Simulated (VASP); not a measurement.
Write the native input for VASP 6.6.1 that does the following.

```
Task                   : single point
Functional             : PBE
Potentials or basis    : VASP PAW PBE potentials, release 64 (B, P)
Cutoff                 : 520 eV
k mesh                 : 8 × 8 × 8
Occupations            : fermi-dirac, width 0.02 eV
Spin                   : no spin polarisation
Dipole correction      : no
Further INCAR settings : ALGO = Normal; EDIFF = 1e-07; NBANDS = 11
```

The structure of BP lies in POSCAR:

```
BP
1.0
    2.7080526412      0.0000000000      0.0000000000
    0.0000000000      2.7080526412      0.0000000000
    0.0000000000      0.0000000000      2.7080526412
B P
1 1
Direct
    0.0000000000      0.0000000000      0.0000000000
    0.5000000000      0.5000000000      0.5000000000
```

The input as run:

INCAR

```
SYSTEM = BP
PREC = Accurate ; ENCUT = 520
EDIFF = 1E-7 ; ISMEAR = -1
SIGMA = 0.02 ; LREAL = .FALSE.
LASPH = .TRUE. ; NELM = 100
ALGO = Normal ; ISIF = 2
LWAVE = .FALSE. ; LCHARG = .FALSE.
GGA = PE ; NBANDS = 11
```

KPOINTS

```
Automatic mesh
0
G
  8 8 8
  0 0 0
```

Potentials or basis: VASP PAW PBE potentials, release 64 (B, P).

The run is started by

```sh
$ cat potpaw_PBE.64/B/POTCAR potpaw_PBE.64/P/POTCAR > POTCAR
$ mpirun -np 1 vasp_std > vasp.out
```

Results of the run:

| Item | Value |
| --- | --- |
| Pressure | 0.3 GPa |
| Band gap on the k mesh | zero (band 4 reaches 13.10 eV, above the bottom of band 5 at 7.08 eV) |

Wall time 6.8 s on 1 thread of AMD EPYC 7R13, on a shared host, peak memory 0.09 GiB.
